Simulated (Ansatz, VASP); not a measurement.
**One calculation of AlAs, two programs**

```
Al As
1.0
     0.00000    5.72791   -5.72791
     5.72791    5.72791    0.00000
     5.72791    0.00000   -5.72791
Al As
8 8
Direct
  0.00000 0.00000 0.50000
  0.00000 0.50000 0.50000
  0.50000 0.00000 0.50000
  0.50000 0.50000 0.50000
  0.00000 0.00000 0.00000
  0.00000 0.50000 0.00000
  0.50000 0.00000 0.00000
  0.50000 0.50000 0.00000
  0.12500 0.12500 0.12500
  0.12500 0.62500 0.12500
  0.62500 0.12500 0.12500
  0.62500 0.62500 0.12500
  0.12500 0.12500 0.62500
  0.12500 0.62500 0.62500
  0.62500 0.12500 0.62500
  0.62500 0.62500 0.62500
```

Alike in both runs: task single point; functional PBE; k mesh 2 × 2 × 2; occupations gaussian, width 0.01 eV; no spin polarisation.

```csv
,VASP,Ansatz
version,VASP 6.6.1,Ansatz 0.2.0
potentials or method,"VASP PAW PBE potentials, release 64 (Al, As), cutoff 520 eV","scalar-relativistic, plane waves, PAW"
valence electrons in the cell,64,144
```

Ansatz gave:

```
gap on the k mesh at the Fermi level (eV) : 1.48
least direct gap on the mesh (eV)         : 1.48
pressure (GPa)                            : 0.3
```

Question: Which values does VASP return?

Answer: gap on the k mesh at the Fermi level (eV): 1.47; least direct gap on the mesh (eV): 1.47; pressure (GPa): 0.4.

VASP's potentials hold 64 valence electrons a cell and Ansatz's 144, so a difference there can come from the potentials and not from the codes.

The k mesh is coarse, so the values compare programs but aren't converged.
